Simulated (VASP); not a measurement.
Here is a VASP 6.6.1 calculation.

The input INCAR:

```
SYSTEM = GaSb
ALGO = Normal
EDIFF = 1E-6
EDIFFG = -0.01
ENCUT = 600
GGA = PS
IBRION = 2
ISIF = 3
ISMEAR = -1
LASPH = .TRUE.
LCHARG = .FALSE.
LREAL = .FALSE.
LWAVE = .FALSE.
NELM = 100
NSW = 80
PREC = Accurate
PSTRESS = 50.0
SIGMA = 0.05
```

The input KPOINTS:

```
k-points
0
G
  8 8 8
  0 0 0
```

The input POSCAR:

```
GaSb
1.0
    0.0000000000      3.0590000000      3.0590000000
    3.0590000000      0.0000000000      3.0590000000
    3.0590000000      3.0590000000      0.0000000000
Sb Ga
1 1
Direct
    0.7500000000      0.7500000000      0.7500000000
    0.0000000000      0.0000000000      0.0000000000
```

Potentials or basis: VASP PAW PBE potentials, release 64 (Sb, Ga_d).

Launch:

```sh
$ cat potpaw_PBE.64/Sb/POTCAR potpaw_PBE.64/Ga_d/POTCAR > POTCAR
$ mpirun -np 1 vasp_std > vasp.out
```

Q: Estimate the relaxed cell.

A: a = 4.210 Å, b = 4.210 Å, c = 4.210 Å, α = 60.00°, β = 60.00°, γ = 60.00°.

Q: Estimate the space group after relaxing (to 0.05 Å).

A: F-43m (No. 216).

Q: Estimate the relaxed volume.

A: 26.38 Å³/atom.

Final structure:
```
CELL_PARAMETERS angstrom
0.00000 2.97671 2.97671
2.97671 0.00000 2.97671
2.97671 2.97671 0.00000
ATOMIC_POSITIONS crystal
Sb 0.75000 0.75000 0.75000
Ga 0.00000 0.00000 0.00000
```

Caveat: the cell is relaxed towards a set pressure, so the enthalpy falls and the energy may rise; the PAW data sets were made with another functional, which shifts forces and pressure a little.
